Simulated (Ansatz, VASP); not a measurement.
## Two plane-wave programs on PtS2

```
CELL_PARAMETERS angstrom
3.91086 0.00000 0.00000
-1.95543 3.38691 0.00000
0.00000 0.00000 10.30803
ATOMIC_POSITIONS crystal
Pt 0.33333 0.66667 0.69604
Pt 0.66667 0.33333 0.19604
S 0.33333 0.66667 0.03281
S 0.66667 0.33333 0.53281
S 0.33333 0.66667 0.37834
S 0.66667 0.33333 0.87834
```

Alike in both runs: task relaxation of cell and atoms; functional PBE; k mesh 6 × 6 × 2; occupations gaussian, width 0.1 eV; no spin polarisation.

|  | VASP | Ansatz |
| --- | --- | --- |
| version | VASP 6.6.1 | Ansatz 0.2.0 |
| potentials or method | VASP PAW PBE potentials, release 64 (Pt, S), cutoff 600 eV | scalar-relativistic, plane waves, PAW |
| valence electrons in the cell | 44 | 60 |

|  | VASP | Ansatz | Ansatz less VASP |
| --- | --- | --- | --- |
| gap on the k mesh at the Fermi level, each at its own relaxed structure (eV) | none | none | - |
| relaxed volume (Å³/atom) | 19.35 | 19.26 | -0.087 |
| relaxed cell length with the largest relative difference (Å) | 3.515 | 3.503 | -0.0122 |

A gap of «none» marks a metal or a gap that the smearing closes. VASP's potentials hold 44 valence electrons a cell and Ansatz's 60, so a difference there can come from the potentials and not from the codes.

Neither program's run includes spin-orbit coupling.
